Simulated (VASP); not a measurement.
A run of VASP 6.6.1 is set up as follows.

The input INCAR:

```
SYSTEM = Os
PREC = Accurate
ENCUT = 520
EDIFF = 1E-7
ISMEAR = 0
SIGMA = 0.15
LREAL = .False.
LASPH = .True.
NELM = 100
ALGO = Normal
ISIF = 2
LWAVE = .False.
LCHARG = .False.
GGA = PS
NBANDS = 10
```

File KPOINTS:

```
regular mesh
0
Gamma
  20 20 20
  0 0 0
```

The input POSCAR:

```
Os
1.0
    0.0000000000      1.8477500000      1.9450000000
    1.8477500000      0.0000000000      1.9450000000
    1.8477500000      1.8477500000      0.0000000000
Os
1
Direct
    0.0000000000      0.0000000000      0.0000000000
```

Potentials or basis: VASP PAW PBE potentials, release 64 (Os).

The run is started by

```console
$ cat potpaw_PBE.64/Os/POTCAR > POTCAR
$ mpirun -np 1 vasp_std > vasp.out
```

Q: What does it give for the pressure?

A: 25.2 GPa.

Q: Predict the band gap on the k mesh.

A: Zero (band 4 reaches 12.87 eV, above the bottom of band 5 at 8.18 eV).

Stress tensor (GPa, compression positive):
```
32.49  0.00  0.00
 0.00 32.49  0.00
 0.00  0.00 10.48
```

Caveat: the cell differs from its parent crystal (strain -0.050 along x and y, +0.000 along z); the PAW data sets were made with another functional, which shifts forces and pressure a little; spin-orbit coupling is left out, which moves the levels of the heavy elements.
